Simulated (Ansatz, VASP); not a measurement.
## ZnS in VASP and in Ansatz

```
Zn S
1.0
     0.00000    2.72500    2.72500
     2.72500    0.00000    2.72500
     2.72500    2.72500    0.00000
Zn S
1 1
Cartesian
  0.0000 0.0000 0.0000
  1.3625 1.3625 1.3625
```

Alike in both runs: task single point; functional PBE; k mesh 6 × 6 × 6; occupations fermi-dirac, width 0.02 eV; no spin polarisation.

|  | VASP | Ansatz |
| --- | --- | --- |
| version | VASP 6.6.1 | Ansatz 0.2.0 development build |
| potentials or method | VASP PAW PBE potentials, release 64 (Zn, S), cutoff 520 eV | all-electron LAPW |

|  | VASP | Ansatz | Ansatz less VASP |
| --- | --- | --- | --- |
| gap on the k mesh at the Fermi level (eV) | 2.00 | 2.00 | 0.000 |

Ansatz ran all-electron here, and VASP with PAW potentials.
